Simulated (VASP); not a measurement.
# I (P6_3/mmc) in VASP: further runs

The runs below take I through relaxation of shape and atoms at fixed volume, with LDA.

Program: VASP 6.6.1. These are calculated values, not measurements. Logs are shortened: lines on timing, memory, paths and dates and some standing lists are left out, and cuts for length are marked.

## (1) The cell of the first run

The structure is hexagonal, space group P6_3/mmc (No. 194). Conventional cell: a = 3.744 Å, b = 3.744 Å, c = 4.617 Å, α = 90.00°, β = 90.00°, γ = 120.00°. I (site symmetry -6m2) has 12 I at 3.16 to 3.74 Å within 4.2 Å.

## (2) Relaxation of shape and atoms at fixed volume, LDA

INCAR

```
PREC = Accurate
ENCUT = 600
EDIFF = 1E-6
ISMEAR = -1
SIGMA = 0.08
LREAL = F
LASPH = T
NELM = 80
ALGO = Normal
ISIF = 4
LWAVE = F
LCHARG = F
IBRION = 2
NSW = 50
EDIFFG = -0.005
```

KPOINTS

```
Automatic mesh
0
Gamma
  12 12 7
```

POSCAR

```
I
1.0
    3.7438389238      0.0000000000      0.0000000000
   -1.8719194619      3.2422596157      0.0000000000
    0.0000000000      0.0000000000      4.6174147509
I
2
Direct
    0.3333333333      0.6666666667      0.2500000000
    0.6666666667      0.3333333333      0.7500000000
```

Potentials or basis: VASP PAW LDA potentials, release 64 (I).

The run is started by

```
$ cat potpaw_LDA.64/I/POTCAR > POTCAR
$ mpirun -np 1 vasp_std > vasp.out
```

OUTCAR:

```text
PREC = Accurate
   ENCUT = 600
   EDIFF = 1E-6
   ISMEAR = -1
   LREAL = F
   LASPH = T
   NELM = 80
   ISIF = 4
   IBRION = 2
   NSW = 50
   EDIFFG = -0.005

 ion  position               nearest neighbor table
   1  0.333  0.667  0.250-   2 3.16   2 3.16   2 3.16   2 3.16   2 3.16   2 3.16
   2  0.667  0.333  0.750-   1 3.16   1 3.16   1 3.16   1 3.16   1 3.16   1 3.16

  LATTYP: Found a hexagonal cell.
 ALAT       =     3.7438389238
 C/A-ratio  =     1.2333369156

  Lattice vectors:

 A1 = (   3.7438389238,   0.0000000000,   0.0000000000)
 A2 = (  -1.8719194619,   3.2422596157,   0.0000000000)
 A3 = (   0.0000000000,   0.0000000000,   4.6174147509)

Analysis of symmetry for initial positions (statically):
=====================================================================
 Subroutine PRICEL returns:
 Original cell was already a primitive cell.

 Routine SETGRP: Setting up the symmetry group for a
 hexagonal supercell.

 Subroutine GETGRP returns: Found 24 space group operations
 (whereof 12 operations were pure point group operations)
 out of a pool of 24 trial point group operations.

The static configuration has the point symmetry D_3d.
 The point group associated with its full space group is D_6h.

Analysis of symmetry for dynamics (positions and initial velocities):
=====================================================================
 Subroutine PRICEL returns:
 Original cell was already a primitive cell.

 Routine SETGRP: Setting up the symmetry group for a
 hexagonal supercell.

 Subroutine GETGRP returns: Found 24 space group operations
 (whereof 12 operations were pure point group operations)
 out of a pool of 24 trial point group operations.

The dynamic configuration has the point symmetry D_3d.
 The point group associated with its full space group is D_6h.

 Subroutine INISYM returns: Found 24 space group operations
 (whereof 12 operations are pure point group operations),
 and found     1 'primitive' translations

----------------------------------------------------------------------------------------

                                     Primitive cell

  volume of cell :      56.0485

  direct lattice vectors                    reciprocal lattice vectors
     3.743838924  0.000000000  0.000000000     0.267105509  0.154213437  0.000000000
    -1.871919462  3.242259616  0.000000000     0.000000000  0.308426875  0.000000000
     0.000000000  0.000000000  4.617414751     0.000000000  0.000000000  0.216571405

  length of vectors
     3.743838924  3.743838924  4.617414751     0.308426875  0.308426875  0.216571405

  position of ions in fractional coordinates (direct lattice)
     0.333333333  0.666666667  0.250000000
[... 102 lines left out ...]
   LORBIT       =      0    0 simple, 1 ext, 2 COOP (PROOUT), +10 PAW based schemes
   GGA     = CA    functional components
   LHFCALC =     F    Hartree Fock is set to
   AEXX    =    0.0000 exact exchange contribution
   IVDW    =     0    specifies the selected vdW correction
   LEPSILON=     F    determine dielectric tensor
   LRPA    =     F    only Hartree local field effects (RPA)
 conjugate gradient relaxation of ions
 non-spin polarized calculation
  energy-cutoff  :      600.00
  volume of cell :       56.05
 maximum number of plane-waves:      1890
 NGX is ok and might be reduce to    30
   NGX = 15   NGY = 15   NGZ = 19

--------------------------------------- Ionic step        1  -------------------------------------------

 number of electron      14.0000000 magnetization

 Free energy of the ion-electron system (eV)
  ---------------------------------------------------
  ext. energy  EPLUGINS =         0.00000000
  ---------------------------------------------------
  free energy    TOTEN  =        -3.24677015 eV

  energy without entropy =       -3.21503667  energy(sigma->0) =       -3.23090341

------------------------ aborting loop because EDIFF is reached ----------------------------------------

  FORCE on cell =-STRESS in cart. coord.  units (eV):
  Direction    XX          YY          ZZ          XY          YZ          ZX
  --------------------------------------------------------------------------------------
  -------------------------------------------------------------------------------------
  Total        2.7359334      2.7359334      4.9519414      0.0000000      0.0000000      0.0000000
  in kB       78.2081977     78.2081977    141.5540355      0.0000000      0.0000000      0.0000000
  external PRESSURE =      99.3234769 kB  Pullay stress =       0.0000000 kB
[... 95 lines left out ...]
--------------------------------------- Ionic step        4  -------------------------------------------

 number of electron      14.0000001 magnetization

 Free energy of the ion-electron system (eV)
  ---------------------------------------------------
  ext. energy  EPLUGINS =         0.00000000
  ---------------------------------------------------
  free energy    TOTEN  =        -3.31030070 eV

  energy without entropy =       -3.26903045  energy(sigma->0) =       -3.28966558

 E-fermi :   7.8021     XC(G=0): -10.3240

 val. band max:        7.7961558620   @ k =   0.1667   0.1667   0.0000
 cond. band min:       7.8056099056   @ k =   0.3333   0.0833   0.1429
 fundamental gap:      0.0094540436
 Fermi energy:         7.8021142988

 k-point     1 :       0.0000    0.0000    0.0000
  band No.  band energies     occupation
      1      -7.7436      2.00000
      2      -4.0994      2.00000
      3       1.3161      2.00000
      4       6.4256      2.00000
      5       6.4256      2.00000
      6       8.3120      0.00340
      7       8.3120      0.00340
      8      10.0044      0.00000
      9      12.0579      0.00000
     10      14.7188      0.00000
     11      16.0687      0.00000
[... 309 lines left out ...]
 k-point    24 :       0.3333    0.0000    0.1429
  band No.  band energies     occupation
      1      -6.4837      2.00000
      2      -4.3162      2.00000
      3       2.1163      2.00000
      4       3.8844      2.00000
      5       4.7213      2.00000
      6       5.1046      2.00000
      7       7.6947      1.58596
      8       8.0976      0.04858
      9      11.8916      0.00000
     10      14.1292      0.00000
     11      16.2289      0.00000

 [... further k-points ...]

------------------------ aborting loop because EDIFF is reached ----------------------------------------

  FORCE on cell =-STRESS in cart. coord.  units (eV):
  Direction    XX          YY          ZZ          XY          YZ          ZX
  --------------------------------------------------------------------------------------
  -------------------------------------------------------------------------------------
  Total        2.6676374      2.6676374      2.6768677      0.0000000     -0.0000000      0.0000000
  in kB       76.2559181     76.2559181     76.5197701      0.0000000     -0.0000000      0.0000000
  external PRESSURE =      76.3438688 kB  Pullay stress =       0.0000000 kB
[... 17 lines left out ...]
  FREE ENERGIE OF THE ION-ELECTRON SYSTEM (eV)
  ---------------------------------------------------
  free  energy   TOTEN  =        -3.3103007023 eV

  energy  without entropy=       -3.2690304503  energy(sigma->0) =       -3.28966558

 reached required accuracy - stopping structural energy minimisation
```

OSZICAR:

```text
N       E                     dE             d eps       ncg     rms          rms(c)
DAV:   1     0.787579623187E+02    0.78758E+02   -0.63599E+03  1672   0.120E+03
DAV:   2     0.125445667662E+01   -0.77504E+02   -0.74013E+02  2400   0.168E+02
DAV:   3    -0.318938821849E+01   -0.44438E+01   -0.43699E+01  2009   0.476E+01
[... 27 lines left out ...]
DAV:   1    -0.331047130119E+01   -0.24950E-03   -0.12150E-02  1900   0.675E-01    0.106E-01
DAV:   2    -0.331035321563E+01    0.11809E-03   -0.34348E-04  1816   0.140E-01    0.352E-02
DAV:   3    -0.331030269942E+01    0.50516E-04   -0.82864E-05  1977   0.522E-02    0.101E-02
DAV:   4    -0.331030083183E+01    0.18676E-05   -0.86624E-06  1864   0.175E-02    0.654E-03
DAV:   5    -0.331030070229E+01    0.12954E-06   -0.23575E-07   965   0.355E-03
   4 F= -.33103007E+01 E0= -.32896656E+01  d E =-.635305E-01
```

It took 3.5 min on 1 thread of Intel Xeon 8259CL, shared host; peak memory 0.16 GiB.

What came out:

```
Free energy               : -3.3103 eV
Energy gained by relaxing : 31.8 meV/atom
Ionic steps               : 4
Pressure after relaxing   : 7.6 GPa
Band gap on the k mesh    : zero (bands 7 and 8 overlap by 2.59 eV)
```

Step by step:
| step | energy change (eV) | largest force (eV/Å) | pressure (GPa) | volume (Å³) |
| --- | --- | --- | --- | --- |
| 1 | 0.0000 | 0.0000 | 9.93 | 56.05 |
| 2 | -0.0540 | 0.0000 | 8.46 | 56.05 |
| 3 | -0.0635 | 0.0000 | 7.70 | 56.05 |
| 4 | -0.0635 | 0.0000 | 7.63 | 56.05 |

Final structure:
```xyz
2
Lattice="3.6348 0.0000 0.0000 -1.8174 3.1478 0.0000 0.0000 0.0000 4.8986" Properties=species:S:1:pos:R:3 pbc="T T T"
I     0.0000    2.0986    1.2247
I     1.8174    1.0493    3.6740
```

Caveat: spin-orbit coupling is left out, which moves the levels of the heavy elements.

## (3) Relaxation of shape and atoms at fixed volume, LDA

This run uses another cell than the first one, of 30.69 Å³/atom.

INCAR

```
SYSTEM = I
ALGO = Normal ; EDIFF = 1E-6
EDIFFG = -0.005 ; ENCUT = 600
IBRION = 2 ; ISIF = 4
ISMEAR = -1 ; LASPH = .TRUE.
LCHARG = .FALSE. ; LREAL = .FALSE.
LWAVE = .FALSE. ; NELM = 60
NSW = 50 ; PREC = Accurate
SIGMA = 0.08
```

KPOINTS

```
k-points
0
G
  12 12 7
  0 0 0
```

POSCAR

```
I
1.0
    3.8591056559      0.0000000000      0.0000000000
   -1.9295528279      3.3420835339      0.0000000000
    0.0000000000      0.0000000000      4.7595774667
I
2
Direct
    0.3333333333      0.6666666667      0.2500000000
    0.6666666667      0.3333333333      0.7500000000
```

Potentials or basis: VASP PAW LDA potentials, release 64 (I).

The run is started by

```
$ cat potpaw_LDA.64/I/POTCAR > POTCAR
$ mpirun -np 1 vasp_std > vasp.out
```

It took 2.5 min on 1 thread of Intel Xeon 8259CL, shared host; peak memory 0.17 GiB.

Results (log left out):

* Free energy: -3.4803 eV
* Energy gained by relaxing: 6.6 meV/atom
* Ionic steps: 3
* Pressure after relaxing: 2.9 GPa
* Band gap on the k mesh: zero (bands 7 and 8 overlap by 2.34 eV)

The path:
```tsv
step	energy change (eV)	largest force (eV/Å)	pressure (GPa)	volume (Å³)
1	0.0000	0.0000	3.78	61.39
2	-0.0102	0.0000	3.31	61.39
3	-0.0132	0.0000	2.91	61.39
```

Final structure:
```cif
data_structure
_symmetry_space_group_name_H-M 'P 1'
_symmetry_Int_Tables_number 1
_cell_length_a 3.8046
_cell_length_b 3.8046
_cell_length_c 4.8969
_cell_angle_alpha 90.000
_cell_angle_beta 90.000
_cell_angle_gamma 120.000
_cell_volume 61.39
loop_
_atom_site_label
_atom_site_type_symbol
_atom_site_fract_x
_atom_site_fract_y
_atom_site_fract_z
_atom_site_occupancy
I1 I 0.33333 0.66667 0.25000 1
I2 I 0.66667 0.33333 0.75000 1
```

Levels at points of the mesh, in eV from the Fermi level:
```
           k point  band 5  band 6  band 7  band 8  band 9  band 10
(0.00, 0.00, 0.00)   -1.60    0.25    0.25    1.84    4.15     6.44
(0.50, 0.00, 0.00)   -3.05   -2.85   -1.73    0.40    3.60     6.82
```

Caveat: spin-orbit coupling is left out, which moves the levels of the heavy elements.

The gap in the log of VASP goes by the Fermi energy; the results here count the filled bands.